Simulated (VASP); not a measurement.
# Mg (P6/mmm) in VASP: settings compared

Aim: see how the results for Mg move with the level of theory and the settings. Levels: PBE, PBE+D3(BJ), PBE+D4. Tasks: relaxation of cell and atoms.

All numbers are computed with VASP 6.6.1; they aren't measurements. Logs are shortened: lines on timing, memory, paths and dates and some standing lists are left out, and cuts for length are marked.

### 1 The cell of the first run

It takes space group P6/mmm (No. 191, hexagonal). Conventional cell: a = 3.050 Å, b = 3.050 Å, c = 3.045 Å, α = 90.00°, β = 90.00°, γ = 120.00°. Mg (site symmetry 6/mmm) has 8 Mg at 3.04 to 3.05 Å within 4.0 Å.

This isn't the form of Mg at room conditions, which is hcp.

### 2 Relaxation of cell and atoms, PBE

INCAR reads:

```
ALGO = Normal
EDIFF = 1E-6
EDIFFG = -0.01
ENCUT = 600
GGA = PE
IBRION = 2
ISIF = 3
ISMEAR = -1
LASPH = T
LCHARG = F
LREAL = F
LWAVE = F
NELM = 80
NSW = 60
PREC = Accurate
SIGMA = 0.05
```

KPOINTS reads:

```
k-points
0
Gamma
  10 10 9
```

POSCAR reads:

```
Mg
1.0
    3.0502998005      0.0000000000      0.0000000000
   -1.5251499003      2.6416371164      0.0000000000
    0.0000000000      0.0000000000      3.0448375700
Mg
1
Direct
    0.0000000000      0.0000000000      0.0000000000
```

Potentials or basis: VASP PAW PBE potentials, release 64 (Mg).

On the command line:

```bash
> cat potpaw_PBE.64/Mg/POTCAR > POTCAR
> mpirun -np 1 vasp_std > vasp.out
```

OUTCAR:

```text
EDIFF = 1E-6
   EDIFFG = -0.01
   ENCUT = 600
   GGA = PE
   IBRION = 2
   ISIF = 3
   ISMEAR = -1
   LASPH = T
   LREAL = F
   NELM = 80
   NSW = 60
   PREC = Accurate

 ion  position               nearest neighbor table
   1  0.000  0.000  0.000-

  LATTYP: Found a hexagonal cell.
 ALAT       =     3.0502998005
 C/A-ratio  =     0.9982092808

  Lattice vectors:

 A1 = (   3.0502998005,   0.0000000000,   0.0000000000)
 A2 = (  -1.5251499003,   2.6416371164,   0.0000000000)
 A3 = (   0.0000000000,   0.0000000000,   3.0448375700)

Analysis of symmetry for initial positions (statically):
=====================================================================
 Subroutine PRICEL returns:
 Original cell was already a primitive cell.

 Routine SETGRP: Setting up the symmetry group for a
 hexagonal supercell.

 Subroutine GETGRP returns: Found 24 space group operations
 (whereof 24 operations were pure point group operations)
 out of a pool of 24 trial point group operations.

The static configuration has the point symmetry D_6h.

Analysis of symmetry for dynamics (positions and initial velocities):
=====================================================================
 Subroutine PRICEL returns:
 Original cell was already a primitive cell.

 Routine SETGRP: Setting up the symmetry group for a
 hexagonal supercell.

 Subroutine GETGRP returns: Found 24 space group operations
 (whereof 24 operations were pure point group operations)
 out of a pool of 24 trial point group operations.

The dynamic configuration has the point symmetry D_6h.

 Subroutine INISYM returns: Found 24 space group operations
 (whereof 24 operations are pure point group operations),
 and found     1 'primitive' translations

----------------------------------------------------------------------------------------

                                     Primitive cell

  volume of cell :      24.5346

  direct lattice vectors                    reciprocal lattice vectors
     3.050299800  0.000000000  0.000000000     0.327836628  0.189276565  0.000000000
    -1.525149900  2.641637116  0.000000000     0.000000000  0.378553130  0.000000000
     0.000000000  0.000000000  3.044837570     0.000000000  0.000000000  0.328424744

  length of vectors
     3.050299800  3.050299801  3.044837570     0.378553130  0.378553130  0.328424744

[... 86 lines left out ...]
   POTIM  = 0.5000    time-step for ionic-motion
   TEBEG  =    0.0;   TEEND  =   0.0 temperature during run
   PSTRESS=    0.0 pullay stress
   NELECT =       2.0000    total number of electrons
   NUPDOWN=      -1.0000    fix difference up-down
   EMIN   =  10.00;   EMAX   =-10.00  energy-range for DOS
   EFERMI =   0.00;   METHOD = LEGACY
   ISMEAR =    -1;   SIGMA  =   0.05  broadening in eV -4-tet -1-fermi 0-gaus
   EFERMI_NEDOS =   21; number of points for ismear=-14 and -15
   IALGO  =     38    algorithm
   IMIX   =      4    mixing-type and parameters
     AMIX     =   0.40;   BMIX     =  1.00
     AMIX_MAG =   1.60;   BMIX_MAG =  1.00
  volume/ion in A,a.u.               =      24.53       165.57
  Fermi-wavevector in a.u.,A,eV,Ry     =   0.709836  1.341396  6.855535  0.503868
  Thomas-Fermi vector in A             =   1.796524
   LORBIT       =      0    0 simple, 1 ext, 2 COOP (PROOUT), +10 PAW based schemes
   GGA     = PE    functional components
   LHFCALC =     F    Hartree Fock is set to
   AEXX    =    0.0000 exact exchange contribution
   IVDW    =     0    specifies the selected vdW correction
   LEPSILON=     F    determine dielectric tensor
   LRPA    =     F    only Hartree local field effects (RPA)
 conjugate gradient relaxation of ions
 non-spin polarized calculation
  energy-cutoff  :      600.00
  volume of cell :       24.53
 maximum number of plane-waves:       837
   NGX = 13   NGY = 13   NGZ = 13

--------------------------------------- Ionic step        1  -------------------------------------------

 number of electron       2.0000000 magnetization

 Free energy of the ion-electron system (eV)
  ---------------------------------------------------
  ext. energy  EPLUGINS =         0.00000000
  ---------------------------------------------------
  free energy    TOTEN  =        -1.28149438 eV

  energy without entropy =       -1.27899864  energy(sigma->0) =       -1.28024651

------------------------ aborting loop because EDIFF is reached ----------------------------------------

  FORCE on cell =-STRESS in cart. coord.  units (eV):
  Direction    XX          YY          ZZ          XY          YZ          ZX
  --------------------------------------------------------------------------------------
  -------------------------------------------------------------------------------------
  Total        0.2327226      0.2327226      0.0517790     -0.0000000      0.0000000      0.0000000
  in kB       15.1973996     15.1973996      3.3813076     -0.0000000      0.0000000      0.0000000
  external PRESSURE =      11.2587023 kB  Pullay stress =       0.0000000 kB
[... 162 lines left out ...]
--------------------------------------- Ionic step        6  -------------------------------------------

 number of electron       2.0000000 magnetization

 Free energy of the ion-electron system (eV)
  ---------------------------------------------------
  ext. energy  EPLUGINS =         0.00000000
  ---------------------------------------------------
  free energy    TOTEN  =        -1.28491195 eV

  energy without entropy =       -1.28207361  energy(sigma->0) =       -1.28349278

 E-fermi :   2.0345     XC(G=0):  -8.1603

 val. band max:        1.9373949594   @ k =   0.4000   0.1000   0.0000
 cond. band min:       2.1234720612   @ k =   0.4000   0.1000   0.1111
 fundamental gap:      0.1860771018
 Fermi energy:         2.0345308326

 k-point     1 :       0.0000    0.0000    0.0000
  band No.  band energies     occupation
      1      -4.4060      2.00000
      2      10.0642      0.00000
      3      10.7700      0.00000
      4      14.3696      0.00000
      5      14.3696      0.00000
[... 177 lines left out ...]
 k-point    24 :       0.4000    0.1000    0.1111
  band No.  band energies     occupation
      1       0.0953      2.00000
      2       2.1235      0.28890
      3       7.8625      0.00000
      4      11.7878      0.00000
      5      13.1201      0.00000

 [... further k-points ...]

------------------------ aborting loop because EDIFF is reached ----------------------------------------

  FORCE on cell =-STRESS in cart. coord.  units (eV):
  Direction    XX          YY          ZZ          XY          YZ          ZX
  --------------------------------------------------------------------------------------
  -------------------------------------------------------------------------------------
  Total        0.0012086      0.0012086     -0.0000814     -0.0000000      0.0000000      0.0000000
  in kB        0.0762102      0.0762102     -0.0051350     -0.0000000      0.0000000      0.0000000
  external PRESSURE =       0.0490952 kB  Pullay stress =       0.0000000 kB
[... 16 lines left out ...]
  FREE ENERGIE OF THE ION-ELECTRON SYSTEM (eV)
  ---------------------------------------------------
  free  energy   TOTEN  =        -1.2849119491 eV

  energy  without entropy=       -1.2820736064  energy(sigma->0) =       -1.28349278

 reached required accuracy - stopping structural energy minimisation
```

OSZICAR:

```text
N       E                     dE             d eps       ncg     rms          rms(c)
DAV:   1    -0.228446132740E+00   -0.22845E+00   -0.88900E+02   730   0.313E+02
DAV:   2    -0.128588744680E+01   -0.10574E+01   -0.97726E+00   870   0.166E+01
DAV:   3    -0.129118952393E+01   -0.53021E-02   -0.53006E-02  1030   0.149E+00
[... 29 lines left out ...]
       N       E                     dE             d eps       ncg     rms          rms(c)
DAV:   1    -0.128491475114E+01   -0.13289E-04   -0.19270E-04   915   0.543E-02    0.696E-03
DAV:   2    -0.128491307080E+01    0.16803E-05   -0.20914E-06   735   0.959E-03    0.423E-03
DAV:   3    -0.128491195663E+01    0.11142E-05   -0.19139E-06   760   0.463E-03    0.175E-04
DAV:   4    -0.128491194913E+01    0.74989E-08   -0.33065E-08   350   0.132E-03
   6 F= -.12849119E+01 E0= -.12834928E+01  d E =-.772322E-04
```

CONTCAR:

```text
Mg
   1.00000000000000
     3.0937034059094595   -0.0000000000008212    0.0000000000000000
    -1.5468517030061524    2.6792257413011966    0.0000000000000000
    -0.0000000000000000    0.0000000000000000    3.0654157624188447
  Mg
     1
Direct
     0.0000000000000000    0.0000000000000000    0.0000000000000000

  0.00000000E+00  0.00000000E+00  0.00000000E+00
```

Run time: 14 s. Hardware: 1 thread of Intel Xeon 8259CL, shared host; peak memory 0.15 GiB.

What came out:

| Property | Result |
| --- | --- |
| Free energy | -1.2849 eV |
| Relaxed volume | 25.41 Å³/atom |
| Relaxed cell | a = 3.094 Å, b = 3.094 Å, c = 3.065 Å, α = 90.00°, β = 90.00°, γ = 120.00° |
| Space group after relaxing (to 0.1 Å) | P6/mmm (No. 191) |
| Energy gained by relaxing | 3.4 meV/atom |
| Ionic steps | 6 |
| Pressure after relaxing | 0.0 GPa |
| Band gap on the k mesh | zero (bands 1 and 2 overlap by 3.42 eV) |

The path:
| step | energy change (eV) | largest force (eV/Å) | pressure (GPa) | volume (Å³) |
| --- | --- | --- | --- | --- |
| 1 | 0.0000 | 0.0000 | 1.13 | 24.53 |
| 2 | -0.0032 | 0.0000 | 0.29 | 25.15 |
| 3 | -0.0033 | 0.0000 | 0.06 | 25.34 |
| 4 | -0.0033 | 0.0000 | 0.08 | 25.32 |
| 5 | -0.0034 | 0.0000 | 0.03 | 25.38 |
| 6 | -0.0034 | 0.0000 | 0.00 | 25.41 |

Final structure:
```xyz
1
Lattice="3.0937 0.0000 0.0000 -1.5469 2.6792 0.0000 0.0000 0.0000 3.0654" Properties=species:S:1:pos:R:3 pbc="T T T"
Mg    0.0000    0.0000    0.0000
```

Levels at points of the mesh, in eV from the Fermi level:
```csv
k point,band 1,band 2,band 3,band 4,band 5
"(0.00, 0.00, 0.00)",-6.44,8.03,8.74,12.34,12.34
"(0.50, 0.00, 0.00)",-1.48,-1.14,8.12,8.38,12.87
```

### 3 Relaxation of cell and atoms, PBE+D3(BJ)

INCAR reads:

```
ALGO     = Normal         # electronic algorithm
EDIFF    = 1E-6           # SCF threshold, eV
EDIFFG   = -0.01          # ionic threshold
ENCUT    = 600            # plane-wave cutoff, eV
GGA      = PE             # functional
IBRION   = 2              # ionic algorithm
ISIF     = 3              # what is computed and relaxed
ISMEAR   = -1             # smearing method
IVDW     = 12             # dispersion correction
LASPH    = T              # aspherical terms in the spheres
LCHARG   = F              # write CHGCAR
LREAL    = F              # projectors in reciprocal space
LWAVE    = F              # write WAVECAR
NELM     = 60             # most SCF steps
NSW      = 60             # ionic steps
PREC     = Accurate       # precision mode
SIGMA    = 0.05           # smearing width, eV
```

KPOINTS is that of step 2.

POSCAR is that of step 2.

Potentials or basis: VASP PAW PBE potentials, release 64 (Mg).

On the command line:

```bash
> cat potpaw_PBE.64/Mg/POTCAR > POTCAR
> mpirun -np 1 vasp_std > vasp.out
```

OUTCAR:

```text
EDIFF = 1E-6
   EDIFFG = -0.01
   ENCUT = 600
   GGA = PE
   IBRION = 2
   ISIF = 3
   ISMEAR = -1
   IVDW = 12
   LASPH = T
   LREAL = F
   NELM = 60
   NSW = 60
   PREC = Accurate
 IVDW          = 12

 ion  position               nearest neighbor table
   1  0.000  0.000  0.000-

  LATTYP: Found a hexagonal cell.
 ALAT       =     3.0502998005
 C/A-ratio  =     0.9982092808

  Lattice vectors:

 A1 = (   3.0502998005,   0.0000000000,   0.0000000000)
 A2 = (  -1.5251499003,   2.6416371164,   0.0000000000)
 A3 = (   0.0000000000,   0.0000000000,   3.0448375700)

Analysis of symmetry for initial positions (statically):
=====================================================================
 Subroutine PRICEL returns:
 Original cell was already a primitive cell.

 Routine SETGRP: Setting up the symmetry group for a
 hexagonal supercell.

 Subroutine GETGRP returns: Found 24 space group operations
 (whereof 24 operations were pure point group operations)
 out of a pool of 24 trial point group operations.

The static configuration has the point symmetry D_6h.

Analysis of symmetry for dynamics (positions and initial velocities):
=====================================================================
 Subroutine PRICEL returns:
 Original cell was already a primitive cell.

 Routine SETGRP: Setting up the symmetry group for a
 hexagonal supercell.

[... 136 lines left out ...]
  volume of cell :       24.53
 maximum number of plane-waves:       837
   NGX = 13   NGY = 13   NGZ = 13

--------------------------------------- Ionic step        1  -------------------------------------------

 number of electron       2.0000000 magnetization

 Free energy of the ion-electron system (eV)
  ---------------------------------------------------
  ext. energy  EPLUGINS =         0.00000000
  ---------------------------------------------------
  free energy    TOTEN  =        -1.28149438 eV

  energy without entropy =       -1.27899864  energy(sigma->0) =       -1.28024651

------------------------ aborting loop because EDIFF is reached ----------------------------------------

 Edisp (eV)   -0.26731

 E8    (eV) :    -0.1181
[... 186 lines left out ...]
--------------------------------------- Ionic step        6  -------------------------------------------

 number of electron       2.0000000 magnetization

 Free energy of the ion-electron system (eV)
  ---------------------------------------------------
  ext. energy  EPLUGINS =         0.00000000
  ---------------------------------------------------
  free energy    TOTEN  =        -1.27660811 eV

  energy without entropy =       -1.27369239  energy(sigma->0) =       -1.27515025

 E-fermi :   2.3257     XC(G=0):  -8.3446

 val. band max:        2.2166506873   @ k =   0.4000   0.1000   0.0000
 cond. band min:       2.4123172193   @ k =   0.4000   0.1000   0.1111
 fundamental gap:      0.1956665319
 Fermi energy:         2.3257488233

 k-point     1 :       0.0000    0.0000    0.0000
  band No.  band energies     occupation
      1      -4.3538      2.00000
      2      10.6581      0.00000
      3      11.6169      0.00000
      4      14.9722      0.00000
      5      14.9722      0.00000
[... 177 lines left out ...]
 k-point    24 :       0.4000    0.1000    0.1111
  band No.  band energies     occupation
      1       0.3016      2.00000
      2       2.4123      0.30083
      3       8.3395      0.00000
      4      12.5084      0.00000
      5      13.8147      0.00000

 [... further k-points ...]

------------------------ aborting loop because EDIFF is reached ----------------------------------------

 Edisp (eV)   -0.27434

 E8    (eV) :    -0.1212
[... 24 lines left out ...]
  FREE ENERGIE OF THE ION-ELECTRON SYSTEM (eV)
  ---------------------------------------------------
  free  energy   TOTEN  =        -1.5509521931 eV

  energy  without entropy=       -1.5480364732  energy(sigma->0) =       -1.54949433

 reached required accuracy - stopping structural energy minimisation
```

OSZICAR:

```text
N       E                     dE             d eps       ncg     rms          rms(c)
DAV:   1    -0.228446132740E+00   -0.22845E+00   -0.88900E+02   730   0.313E+02
DAV:   2    -0.128588744680E+01   -0.10574E+01   -0.97726E+00   870   0.166E+01
DAV:   3    -0.129118952393E+01   -0.53021E-02   -0.53006E-02  1030   0.149E+00
DAV:   4    -0.129119479363E+01   -0.52697E-05   -0.52697E-05   900   0.410E-02
[... 23 lines left out ...]
DAV:   1    -0.127699292898E+01    0.13313E-03   -0.10817E-05   945   0.147E-02    0.172E-03
DAV:   2    -0.127699285486E+01    0.74121E-07   -0.12397E-07   440   0.238E-03
   5 F= -.15509395E+01 E0= -.15494451E+01  d E =-.213933E-02
       N       E                     dE             d eps       ncg     rms          rms(c)
DAV:   1    -0.127660838783E+01    0.38454E-03   -0.93565E-05   885   0.455E-02    0.451E-03
DAV:   2    -0.127660810937E+01    0.27846E-06   -0.77621E-07   780   0.617E-03
   6 F= -.15509522E+01 E0= -.15494943E+01  d E =-.126889E-04
```

CONTCAR:

```text
Mg
   1.00000000000000
     3.0393364323840801    0.0000000000002071   -0.0000000000000000
    -1.5196682162416810    2.6321425611003795    0.0000000000000000
    -0.0000000000000000   -0.0000000000000000    2.9904369800308919
  Mg
     1
Direct
     0.0000000000000000    0.0000000000000000    1.0000000000000000

  0.00000000E+00  0.00000000E+00  0.00000000E+00
```

Wall time 13 s (1 thread of Intel Xeon 8259CL, shared host); peak memory 0.16 GiB.

What came out:

* Free energy: -1.5510 eV
* Relaxed volume: 23.92 Å³/atom
* Relaxed cell: a = 3.039 Å, b = 3.039 Å, c = 2.990 Å, α = 90.00°, β = 90.00°, γ = 120.00°
* Space group after relaxing (to 0.1 Å): P6/mmm (No. 191)
* Energy gained by relaxing: 2.2 meV/atom
* Ionic steps: 6
* Pressure after relaxing: 0.0 GPa
* Band gap on the k mesh: zero (bands 1 and 2 overlap by 3.55 eV)
* Dispersion energy per atom: -0.274 eV

The path:
```
step  energy change (eV)  largest force (eV/Å)  pressure (GPa)  volume (Å³)
   1              0.0000                0.0000           -0.65        24.53
   2             -0.0018                0.0000           -0.29        24.18
   3             -0.0021                0.0000           -0.07        23.98
   4             -0.0021                0.0000           -0.06        23.97
   5             -0.0021                0.0000           -0.04        23.96
   6             -0.0022                0.0000            0.01        23.92
```

Final structure:
```
Mg
1.0
     3.03934    0.00000    0.00000
    -1.51967    2.63214    0.00000
     0.00000    0.00000    2.99044
Mg
1
Direct
  0.00000 0.00000 0.00000
```

### 4 Relaxation of cell and atoms, PBE+D4

INCAR reads:

```
SYSTEM = Mg
PREC     = Accurate       ! precision mode
ENCUT    = 600            ! plane-wave cutoff, eV
EDIFF    = 1E-6           ! SCF threshold, eV
ISMEAR   = -1             ! smearing method
SIGMA    = 0.05           ! smearing width, eV
LREAL    = .False.        ! projectors in reciprocal space
LASPH    = .True.         ! aspherical terms in the spheres
NELM     = 80             ! most SCF steps
ALGO     = Normal         ! electronic algorithm
ISIF     = 3              ! what is computed and relaxed
LWAVE    = .False.        ! write WAVECAR
LCHARG   = .False.        ! write CHGCAR
GGA      = PE             ! functional
IVDW     = 13             ! dispersion correction
IBRION   = 2              ! ionic algorithm
NSW      = 60             ! ionic steps
EDIFFG   = -0.01          ! ionic threshold
```

KPOINTS reads:

```
Automatic mesh
0
Gamma
  10 10 9
  0 0 0
```

POSCAR is that of step 3.

On the command line:

```bash
> cat potpaw_PBE.64/Mg/POTCAR > POTCAR
> mpirun -np 1 vasp_std > vasp.out
```

Wall time 13 s (1 thread of Intel Xeon 8259CL, shared host); peak memory 0.14 GiB.

It converged, with:

```yaml
Free_energy: -1.4360 eV
Relaxed_volume: 24.60 Å³/atom
Relaxed_cell: a = 3.064 Å, b = 3.064 Å, c = 3.025 Å, α = 90.00°, β = 90.00°, γ = 120.00°
Space_group_after_relaxing_to_0.1_Å: P6/mmm (No. 191)
Energy_gained_by_relaxing: 0.7 meV/atom
Ionic_steps: 5
Pressure_after_relaxing: 0.0 GPa
Band_gap_on_the_k_mesh: zero (bands 1 and 2 overlap by 3.49 eV)
Dispersion_energy_per_atom: -0.154 eV
```

The path:
| step | energy change (eV) | largest force (eV/Å) | pressure (GPa) | volume (Å³) |
| --- | --- | --- | --- | --- |
| 1 | 0.0000 | 0.0000 | 0.14 | 24.53 |
| 2 | -0.0007 | 0.0000 | -0.02 | 24.61 |
| 3 | -0.0007 | 0.0000 | -0.05 | 24.62 |
| 4 | -0.0007 | 0.0000 | -0.05 | 24.63 |
| 5 | -0.0007 | 0.0000 | -0.02 | 24.60 |

Final structure:
```cif
data_structure
_symmetry_space_group_name_H-M 'P 1'
_symmetry_Int_Tables_number 1
_cell_length_a 3.0643
_cell_length_b 3.0643
_cell_length_c 3.0247
_cell_angle_alpha 90.000
_cell_angle_beta 90.000
_cell_angle_gamma 120.000
_cell_volume 24.60
loop_
_atom_site_label
_atom_site_type_symbol
_atom_site_fract_x
_atom_site_fract_y
_atom_site_fract_z
_atom_site_occupancy
Mg1 Mg 0.00000 0.00000 0.00000 1
```

Levels at points of the mesh, in eV from the Fermi level:
```tsv
k point	band 1	band 2	band 3	band 4
(0.00, 0.00, 0.00)	-6.57	8.19	9.03	12.50
(0.50, 0.00, 0.00)	-1.53	-1.14	8.23	8.55
```

### 5 Summary

| level | gap on the mesh (eV) | pressure (GPa) | relaxed volume (Å³/atom) |
| --- | --- | --- | --- |
| PBE | none | 0.0 | 25.41 |
| PBE+D3(BJ) | none | 0.0 | 23.92 |
| PBE+D4 | none | 0.0 | 24.60 |

Alike in all rows: task relaxation of cell and atoms; potentials or basis VASP PAW PBE potentials, release 64 (Mg); no spin polarisation; cell relaxed; k mesh 10 × 10 × 9; cutoff (eV) 600; smearing fermi-dirac 0.05 eV.

Absolute energies hang on the potentials; compare differences alone.
